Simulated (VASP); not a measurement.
# W3S: single point with PBE

W3S, a slab with vacuum:

```
W S
1.0
     2.85472    0.00000    0.00000
     0.00000    2.85472    0.00000
     0.00000    0.00000   19.44464
W S
3 1
Direct
  0.50000 0.50000 0.20571
  0.00000 0.00000 0.30712
  0.50000 0.50000 0.40858
  0.00000 0.00000 0.48074
```

| Item | Value |
| --- | --- |
| Program | VASP 6.6.1 |
| Task | single point |
| Functional | PBE |
| Potentials or basis | VASP PAW PBE potentials, release 64 (W_sv, S) |
| Cutoff | 520 eV |
| k mesh | 9 × 9 × 1 |
| Occupations | gaussian, width 0.1 eV |
| Spin | no spin polarisation |

```
Largest force          : 0.995 eV/Å
Band gap on the k mesh : zero (band 24 reaches 2.55 eV, above the bottom of band 25 at 1.06 eV)
```

Forces on the atoms (eV/Å):
```
W    0.000  0.000 -0.479
W    0.000  0.000 -0.549
W    0.000  0.000  0.995
S    0.000  0.000  0.033
```

Levels at points of the mesh, in eV from the Fermi level:
| k point | band 22 | band 23 | band 24 | band 25 | band 26 | band 27 |
| --- | --- | --- | --- | --- | --- | --- |
| (0.00, 0.00, 0.00) | -1.24 | -0.57 | 0.17 | 0.17 | 0.90 | 1.84 |

It took 67 s on 1 thread of Intel(R) Xeon(R) 6975P-C (Granite Rapids), on a shared host, peak memory 0.3 GiB.

Caveat: spin-orbit coupling is left out, which moves the levels of the heavy elements.
